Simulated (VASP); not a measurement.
# KF (Carobbiite) in VASP: notebook

KF (Carobbiite) is run at these levels: r2SCAN; tasks: single point.

Everything below comes from runs of VASP 6.6.1. Logs are shortened: lines on timing, memory, paths and dates and some standing lists are left out, and cuts for length are marked.

### Step 1. The cell of the first run

Symmetry: Fm-3m, No. 225, cubic system. Conventional cell: a = 5.318 Å, b = 5.318 Å, c = 5.318 Å, α = 90.00°, β = 90.00°, γ = 90.00°. Within 3.5 Å of K (site symmetry m-3m) lie 6 F at 2.66 Å. Within 3.5 Å of F (site symmetry m-3m) lie 6 K at 2.66 Å.

### Step 2. Single point, r2SCAN

File POSCAR:

```
KF
1.0
    2.6587951428      2.6587951428      0.0000000000
   -2.6587951428      2.6587951428      0.0000000000
    0.0000000000      2.6587951428      2.6587951428
K F
1 1
Direct
    0.0000000000      0.0000000000      0.0000000000
    0.5000000000      0.5000000000      0.0000000000
```

File INCAR.step1:

```
SYSTEM = KF
ALGO     = Normal         ! electronic algorithm
EDIFF    = 1E-4           ! SCF threshold, eV
ENCUT    = 520            ! plane-wave cutoff, eV
GGA      = PE             ! functional
ISMEAR   = 0              ! smearing method
LASPH    = .TRUE.         ! aspherical terms in the spheres
LCHARG   = .FALSE.        ! write CHGCAR
LREAL    = .FALSE.        ! projectors in reciprocal space
LWAVE    = .TRUE.         ! write WAVECAR
NBANDS   = 15             ! bands
NELM     = 80             ! most SCF steps
PREC     = Accurate       ! precision mode
SIGMA    = 0.01           ! smearing width, eV
```

File INCAR.step2:

```
SYSTEM = KF
ALGO     = Normal         ! electronic algorithm
EDIFF    = 1E-7           ! SCF threshold, eV
ENCUT    = 520            ! plane-wave cutoff, eV
ISIF     = 2              ! what is computed and relaxed
ISMEAR   = 0              ! smearing method
ISTART   = 1            
LASPH    = .TRUE.         ! aspherical terms in the spheres
LCHARG   = .FALSE.        ! write CHGCAR
LMIXTAU  = .TRUE.       
LREAL    = .FALSE.        ! projectors in reciprocal space
LWAVE    = .FALSE.        ! write WAVECAR
METAGGA  = R2SCAN         ! meta-GGA
NBANDS   = 15             ! bands
NELM     = 80             ! most SCF steps
PREC     = Accurate       ! precision mode
SIGMA    = 0.01           ! smearing width, eV
```

File KPOINTS:

```
k-points
0
G
  8 8 8
  0 0 0
```

Potentials or basis: VASP PAW PBE potentials, release 64 (K_sv, F).

Launch:

```sh
$ cat potpaw_PBE.64/K_sv/POTCAR potpaw_PBE.64/F/POTCAR > POTCAR
$ cp INCAR.step1 INCAR
$ mpirun -np 1 vasp_std > vasp.out
$ cp INCAR.step2 INCAR
$ mpirun -np 1 vasp_std > vasp.out
```

OUTCAR:

```text
SYSTEM = KF
   EDIFF = 1E-7
   ENCUT = 520
   ISIF = 2
   ISMEAR = 0
   ISTART = 1
   LASPH = .TRUE.
   LREAL = .FALSE.
   METAGGA = R2SCAN
   NELM = 80
   PREC = Accurate

 ion  position               nearest neighbor table
   1  0.000  0.000  0.000-   2 2.66   2 2.66   2 2.66   2 2.66   2 2.66   2 2.66
   2  0.500  0.500  0.000-   1 2.66   1 2.66   1 2.66   1 2.66   1 2.66   1 2.66

  LATTYP: Found a face centered cubic cell.
 ALAT       =     5.3175902856

  Lattice vectors:

 A1 = (   0.0000000000,   2.6587951428,   2.6587951428)
 A2 = (   2.6587951428,   0.0000000000,   2.6587951428)
 A3 = (   2.6587951428,   2.6587951428,   0.0000000000)

Analysis of symmetry for initial positions (statically):
=====================================================================
 Subroutine PRICEL returns:
 Original cell was already a primitive cell.

 Routine SETGRP: Setting up the symmetry group for a
 face centered cubic supercell.

 Subroutine GETGRP returns: Found 48 space group operations
 (whereof 48 operations were pure point group operations)
 out of a pool of 48 trial point group operations.

The static configuration has the point symmetry O_h .

Analysis of symmetry for dynamics (positions and initial velocities):
=====================================================================
 Subroutine PRICEL returns:
 Original cell was already a primitive cell.

 Routine SETGRP: Setting up the symmetry group for a
 face centered cubic supercell.

 Subroutine GETGRP returns: Found 48 space group operations
 (whereof 48 operations were pure point group operations)
 out of a pool of 48 trial point group operations.

The dynamic configuration has the point symmetry O_h .

 Subroutine INISYM returns: Found 48 space group operations
 (whereof 48 operations are pure point group operations),
 and found     1 'primitive' translations

----------------------------------------------------------------------------------------

                                     Primitive cell

  volume of cell :      37.5911

  direct lattice vectors                    reciprocal lattice vectors
     2.658795143  2.658795143  0.000000000     0.188055105  0.188055105 -0.188055105
    -2.658795143  2.658795143  0.000000000    -0.188055105  0.188055105 -0.188055105
     0.000000000  2.658795143  2.658795143     0.000000000  0.000000000  0.376110210

  length of vectors
     3.760104151  3.760104151  3.760104151     0.325720997  0.325720997  0.376110210

  position of ions in fractional coordinates (direct lattice)
     0.000000000  0.000000000  0.000000000
     0.500000000  0.500000000  0.000000000

  ion indices of the primitive-cell ions
   primitive index   ion index
                 1           1
                 2           2

----------------------------------------------------------------------------------------

 KPOINTS: k-points

Automatic generation of k-mesh.
 Grid dimensions read from file:
 generate k-points for:    8    8    8

 Generating k-lattice:

  Cartesian coordinates                     Fractional coordinates (reciprocal lattice)
     0.023506888  0.023506888 -0.023506888     0.125000000  0.000000000  0.000000000
    -0.023506888  0.023506888 -0.023506888     0.000000000  0.125000000  0.000000000
     0.000000000  0.000000000  0.047013776     0.000000000  0.000000000  0.125000000

  Length of vectors
     0.040715125  0.040715125  0.047013776

  Shift w.r.t. Gamma in fractional coordinates (k-lattice)
     0.000000000  0.000000000  0.000000000

 Subroutine IBZKPT returns following result:
 ===========================================

 Found     29 irreducible k-points:

 Following reciprocal coordinates:
            Coordinates               Weight
  0.000000  0.000000  0.000000      1.000000
  0.125000  0.000000  0.000000      8.000000
  0.250000  0.000000  0.000000      8.000000
  0.375000  0.000000  0.000000      8.000000
  0.500000  0.000000  0.000000      4.000000
  0.125000  0.125000  0.000000     12.000000
[... 16 lines left out ...]
  0.375000  0.250000  0.125000     48.000000
  0.500000  0.250000  0.125000     24.000000
 [... further k-points ...]
   k-points           NKPTS =     29   k-points in BZ     NKDIM =     29   number of bands    NBANDS=     15
   number of dos      NEDOS =    301   number of ions     NIONS =      2
   total plane-waves  NPLWV =  21952
   dimension x,y,z NGX =    28 NGY =   28 NGZ =   28
   dimension x,y,z NGXF=    56 NGYF=   56 NGZF=   56
   ions per type =               1   1
   NGX,Y,Z   is equivalent  to a cutoff of  12.38, 12.38, 12.38 a.u.
   NGXF,Y,Z  is equivalent  to a cutoff of  24.76, 24.76, 24.76 a.u.
 SYSTEM =  KF
   PREC   = accura    normal or accurate (medium, high low for compatibility)
   ISTART =      1    job   : 0-new  1-cont  2-samecut
   ICHARG =      0    charge: 1-file 2-atom 10-const
   ISPIN  =      1    spin polarized calculation?
   LNONCOLLINEAR =      F non collinear calculations
[... 57 lines left out ...]
 Fermi energy:        -3.1590887199

 k-point     1 :       0.0000    0.0000    0.0000
  band No.  band energies     occupation
      1     -30.3938      2.00000
      2     -23.1082      2.00000
      3     -12.8684      2.00000
      4     -12.8684      2.00000
      5     -12.8684      2.00000
      6      -3.3116      2.00000
      7      -3.3115      2.00000
      8      -3.3115      2.00000
      9       3.5972      0.00000
     10       8.1815      0.00000
     11       8.1816      0.00000
     12       8.1816      0.00000
     13      10.0633      0.00000
     14      10.0633      0.00000
     15      13.9789      0.00000

 k-point     2 :       0.1250    0.0000    0.0000
  band No.  band energies     occupation
      1     -30.3791      2.00000
      2     -23.1222      2.00000
      3     -12.9104      2.00000
      4     -12.8738      2.00000
      5     -12.8738      2.00000
      6      -3.4470      2.00000
      7      -3.3642      2.00000
      8      -3.3642      2.00000
      9       4.0348      0.00000
     10       7.8807      0.00000
     11       8.4014      0.00000
     12       8.4014      0.00000
     13      10.2135      0.00000
     14      10.2135      0.00000
     15      14.8107      0.00000

 k-point     3 :       0.2500    0.0000    0.0000
  band No.  band energies     occupation
      1     -30.3433      2.00000
      2     -23.1552      2.00000
      3     -13.0108      2.00000
      4     -12.8866      2.00000
      5     -12.8866      2.00000
      6      -3.7381      2.00000
      7      -3.4888      2.00000
      8      -3.4888      2.00000
      9       5.1234      0.00000
     10       7.4804      0.00000
     11       8.9515      0.00000
     12       8.9515      0.00000
     13      10.6754      0.00000
     14      10.6754      0.00000
     15      16.1159      0.00000

 k-point     4 :       0.3750    0.0000    0.0000
  band No.  band energies     occupation
      1     -30.3071      2.00000
      2     -23.1888      2.00000
      3     -13.1100      2.00000
      4     -12.8992      2.00000
      5     -12.8992      2.00000
      6      -3.9930      2.00000
      7      -3.6099      2.00000
      8      -3.6099      2.00000
      9       6.1614      0.00000
     10       7.6096      0.00000
     11       9.4848      0.00000
     12       9.4848      0.00000
     13      11.4758      0.00000
     14      11.4758      0.00000
     15      15.0536      0.00000
[... 307 lines left out ...]
 k-point    22 :       0.2500    0.2500    0.1250
  band No.  band energies     occupation
      1     -30.3190      2.00000
      2     -23.1605      2.00000
      3     -13.0515      2.00000
      4     -13.0199      2.00000
      5     -12.9186      2.00000
      6      -3.8338      2.00000
      7      -3.5235      2.00000
      8      -3.3850      2.00000
      9       5.8357      0.00000
     10       6.7884      0.00000
     11       9.4961      0.00000
     12       9.6250      0.00000
     13      10.7026      0.00000
     14      11.1564      0.00000
     15      16.3279      0.00000

 k-point    23 :       0.3750    0.2500    0.1250
  band No.  band energies     occupation
      1     -30.2913      2.00000
      2     -23.1749      2.00000
      3     -13.1528      2.00000
      4     -13.0737      2.00000
      5     -12.9340      2.00000
      6      -3.8639      2.00000
      7      -3.6085      2.00000
      8      -3.4651      2.00000
      9       6.6112      0.00000
     10       7.0350      0.00000
     11       9.4001      0.00000
     12      10.1835      0.00000
     13      11.2403      0.00000
     14      12.2185      0.00000
     15      14.1817      0.00000

 k-point    24 :       0.5000    0.2500    0.1250
  band No.  band energies     occupation
      1     -30.2798      2.00000
      2     -23.1807      2.00000
      3     -13.1985      2.00000
      4     -13.0905      2.00000
      5     -12.9419      2.00000
      6      -3.8700      2.00000
      7      -3.5871      2.00000
      8      -3.5613      2.00000
      9       6.7534      0.00000
     10       7.4708      0.00000
     11       9.3629      0.00000
     12      10.3635      0.00000
     13      11.7309      0.00000
     14      12.7704      0.00000
     15      13.2257      0.00000

 [... further k-points ...]
[... 5 lines left out ...]
  --------------------------------------------------------------------------------------
  -------------------------------------------------------------------------------------
  Total       -0.0064880     -0.0064880     -0.0064880      0.0000000      0.0000000      0.0000000
  in kB       -0.2765264     -0.2765264     -0.2765264      0.0000000      0.0000000      0.0000000
  external PRESSURE =      -0.2765264 kB  Pullay stress =       0.0000000 kB

 VOLUME and BASIS-vectors are now :
 -----------------------------------------------------------------------------
  energy-cutoff  :      520.00
  volume of cell :       37.59
      direct lattice vectors                 reciprocal lattice vectors
     2.658795143  2.658795143  0.000000000     0.188055105  0.188055105 -0.188055105
    -2.658795143  2.658795143  0.000000000    -0.188055105  0.188055105 -0.188055105
     0.000000000  2.658795143  2.658795143     0.000000000  0.000000000  0.376110210

 POSITION                                       TOTAL-FORCE (eV/Angst)
 -----------------------------------------------------------------------------------
      0.00000      0.00000      0.00000        -0.000000     -0.000000      0.000000
      0.00000      2.65880      0.00000         0.000000      0.000000      0.000000
 -----------------------------------------------------------------------------------
    total drift:                               -0.000000      0.000000      0.000000

  FREE ENERGIE OF THE ION-ELECTRON SYSTEM (eV)
  ---------------------------------------------------
  free  energy   TOTEN  =       -14.9729188665 eV

  energy  without entropy=      -14.9729188665  energy(sigma->0) =      -14.97291887
```

Wall time 2.2 min (1 thread of Intel Xeon 8259CL, shared host); peak memory 0.17 GiB.

Results:

```yaml
Free_energy: -14.9729 eV
Pressure: 0.0 GPa
Band_gap_on_the_k_mesh: 6.91 eV, direct
```

Caveat: the PAW data sets were made with another functional, which shifts forces and pressure a little. r2SCAN opens gaps a little over a GGA but as a rule still falls short of measured ones.

### Step 3. Single point, r2SCAN (in-plane strain -0.02, then relaxed in part)

File POSCAR:

```
KF
1.0
    2.6056192400      2.6056192400      0.0000000000
   -2.6056192400      2.6056192400      0.0000000000
    0.0000000000      2.6056192400      2.6796106698
K F
1 1
Direct
    0.0000000000      0.0000000000      0.0000000000
    0.5000000000      0.5000000000      0.0000000000
```

File INCAR.step1:

```
  PREC = Accurate
  ENCUT = 520
  ISMEAR = 0
  SIGMA = 0.01
  LREAL = F
  LASPH = T
  NELM = 100
  NBANDS = 15
  GGA = PE
  ALGO = Normal
  EDIFF = 1E-4
  LWAVE = T
  LCHARG = F
```

File INCAR.step2:

```
  PREC = Accurate
  ENCUT = 520
  EDIFF = 1E-6
  ISMEAR = 0
  SIGMA = 0.01
  LREAL = F
  LASPH = T
  NELM = 100
  ALGO = Normal
  ISIF = 2
  LWAVE = F
  LCHARG = F
  METAGGA = R2SCAN
  LMIXTAU = T
  NBANDS = 15
  ISTART = 1
```

File KPOINTS:

```
Automatic mesh
0
Gamma
  8 8 8
```

Potentials or basis: VASP PAW PBE potentials, release 64 (K_sv, F).

Launch:

```sh
$ cat potpaw_PBE.64/K_sv/POTCAR potpaw_PBE.64/F/POTCAR > POTCAR
$ cp INCAR.step1 INCAR
$ mpirun -np 1 vasp_std > vasp.out
$ cp INCAR.step2 INCAR
$ mpirun -np 1 vasp_std > vasp.out
```

Run time: 3.5 min. Hardware: 1 thread of Intel Xeon 8259CL, shared host; peak memory 0.18 GiB.

Results (log left out):

```
Free energy            : -14.9623 eV
Pressure               : 1.3 GPa
Band gap on the k mesh : 7.07 eV, direct
```

Stress tensor (GPa, compression positive):
```
 2.03  0.00  0.00
 0.00  2.03  0.00
 0.00  0.00 -0.05
```

Levels at points of the mesh, in eV from the valence-band top:
| k point | band 5 | band 6 | band 7 | band 8 | band 9 | band 10 | band 11 | band 12 |
| --- | --- | --- | --- | --- | --- | --- | --- | --- |
| (0.00, 0.00, 0.00) | -9.45 | -0.05 | 0.00 | 0.00 | 7.07 | 11.45 | 11.62 | 11.62 |
| (0.50, 0.00, 0.00) | -9.47 | -0.83 | -0.40 | -0.39 | 9.86 | 11.59 | 13.05 | 13.22 |
| (0.50, 0.50, 0.00) | -9.69 | -0.17 | -0.10 | -0.04 | 8.75 | 11.48 | 12.89 | 14.86 |
| (0.00, 0.00, 0.50) | -9.68 | -0.25 | -0.04 | -0.04 | 8.86 | 11.48 | 12.63 | 14.88 |

Caveat: the cell differs from its parent crystal (in-plane strain -0.02, then relaxed in part); the PAW data sets were made with another functional, which shifts forces and pressure a little. A k mesh can miss the band edges.

### Step 4. Single point, r2SCAN (film at in-plane strain -0.02)

POSCAR is that of step 3.

File INCAR.step1:

```
SYSTEM = KF
PREC = Accurate
ENCUT = 520
ISMEAR = 0
SIGMA = 0.01
LREAL = .FALSE.
LASPH = .TRUE.
NELM = 80
NBANDS = 15
GGA = PE
ALGO = Normal
EDIFF = 1E-4
LWAVE = .TRUE.
LCHARG = .FALSE.
```

File INCAR.step2:

```
SYSTEM = KF
PREC = Accurate
ENCUT = 520
EDIFF = 1E-7
ISMEAR = 0
SIGMA = 0.01
LREAL = .FALSE.
LASPH = .TRUE.
NELM = 80
ALGO = Normal
ISIF = 2
LWAVE = .FALSE.
LCHARG = .FALSE.
METAGGA = R2SCAN
LMIXTAU = .TRUE.
NBANDS = 15
ISTART = 1
```

File KPOINTS:

```
Automatic mesh
0
G
  8 8 8
  0 0 0
```

Launch:

```sh
$ cat potpaw_PBE.64/K_sv/POTCAR potpaw_PBE.64/F/POTCAR > POTCAR
$ cp INCAR.step1 INCAR
$ mpirun -np 1 vasp_std > vasp.out
$ cp INCAR.step2 INCAR
$ mpirun -np 1 vasp_std > vasp.out
```

Run time: 4 min. Hardware: 1 thread of Intel Xeon 8259CL, shared host; peak memory 0.19 GiB.

The run converged. Its results:

* Free energy: -14.9623 eV
* Pressure: 1.3 GPa
* Band gap on the k mesh: 7.07 eV, direct

Stress tensor (GPa, compression positive):
```
 2.03  0.00  0.00
 0.00  2.03  0.00
 0.00  0.00 -0.05
```

Levels at points of the mesh, in eV from the valence-band top:
```csv
k point,band 5,band 6,band 7,band 8,band 9,band 10,band 11,band 12
"(0.00, 0.00, 0.00)",-9.45,-0.05,0.00,0.00,7.07,11.45,11.62,11.62
"(0.50, 0.00, 0.00)",-9.47,-0.83,-0.40,-0.39,9.86,11.59,13.05,13.22
"(0.50, 0.50, 0.00)",-9.69,-0.17,-0.10,-0.04,8.75,11.48,12.89,14.86
"(0.00, 0.00, 0.50)",-9.68,-0.25,-0.04,-0.04,8.86,11.48,12.63,14.88
```

Caveat: the cell differs from its parent crystal (film at in-plane strain -0.02); the PAW data sets were made with another functional, which shifts forces and pressure a little. A k mesh can miss the band edges.

### Step 5. Single point, r2SCAN (in-plane strain -0.02)

POSCAR: that of step 4 with these lines changed.

```diff
@@ -4,3 +4,3 @@
    -2.6056192400      2.6056192400      0.0000000000
-    0.0000000000      2.6056192400      2.6796106698
+    0.0000000000      2.6056192400      2.6907006845
 K F
```

File INCAR.step1:

```
PREC = Accurate
ENCUT = 520
ISMEAR = 0
SIGMA = 0.01
LREAL = F
LASPH = T
NELM = 80
NBANDS = 15
GGA = PE
ALGO = Normal
EDIFF = 1E-4
LWAVE = T
LCHARG = F
```

File INCAR.step2:

```
PREC = Accurate
ENCUT = 520
EDIFF = 1E-6
ISMEAR = 0
SIGMA = 0.01
LREAL = F
LASPH = T
NELM = 80
ALGO = Normal
ISIF = 2
LWAVE = F
LCHARG = F
METAGGA = R2SCAN
LMIXTAU = T
NBANDS = 15
ISTART = 1
```

File KPOINTS:

```
Automatic mesh
0
Gamma
  8 8 8
```

Launch:

```sh
$ cat potpaw_PBE.64/K_sv/POTCAR potpaw_PBE.64/F/POTCAR > POTCAR
$ cp INCAR.step1 INCAR
$ mpirun -np 1 vasp_std > vasp.out
$ cp INCAR.step2 INCAR
$ mpirun -np 1 vasp_std > vasp.out
```

It took 3.5 min on 1 thread of Intel Xeon 8259CL, shared host; peak memory 0.18 GiB.

Results (log left out):

| Property | Result |
| --- | --- |
| Free energy | -14.9623 eV |
| Pressure | 1.2 GPa |
| Band gap on the k mesh | 7.04 eV, direct |

Stress tensor (GPa, compression positive):
```
 1.96  0.00  0.00
 0.00  1.96  0.00
 0.00  0.00 -0.35
```

Levels at points of the mesh, in eV from the valence-band top:
```tsv
k point	band 4	band 5	band 6	band 7	band 8	band 9	band 10	band 11	band 12	band 13
(0.00, 0.00, 0.00)	-9.47	-9.47	-0.06	0.00	0.00	7.04	11.43	11.62	11.62	13.32
(0.50, 0.00, 0.00)	-9.53	-9.49	-0.83	-0.40	-0.39	9.84	11.56	13.02	13.22	15.51
(0.50, 0.50, 0.00)	-9.74	-9.71	-0.17	-0.10	-0.04	8.74	11.46	12.86	14.83	15.23
(0.00, 0.00, 0.50)	-9.69	-9.69	-0.26	-0.04	-0.04	8.87	11.45	12.57	14.86	15.37
```

Caveat: the cell differs from its parent crystal (in-plane strain -0.02); the PAW data sets were made with another functional, which shifts forces and pressure a little.

### Step 6. The runs side by side

| cell | gap on the mesh (eV) | pressure (GPa) |
| --- | --- | --- |
| a = 3.760 Å, angles 60.0, 60.0, 90.0°, 2 atoms | 6.91 | 0.0 |
| a = 3.685, b = 3.685, c = 3.738 Å, angles 60.5, 60.5, 90.0°, 2 atoms | 7.07 | 1.3 |
| a = 3.685, b = 3.685, c = 3.746 Å, angles 60.5, 60.5, 90.0°, 2 atoms | 7.04 | 1.2 |

Alike in all rows: task single point; level r2SCAN; potentials or basis VASP PAW PBE potentials, release 64 (K_sv, F); no spin polarisation; k mesh 8 × 8 × 8; cutoff (eV) 520; smearing gaussian 0.01 eV.

Caveats: the PAW data sets were made with another functional, which shifts forces and pressure a little.

Total energies depend on the potentials used, so only differences within one code and one set of settings carry meaning.
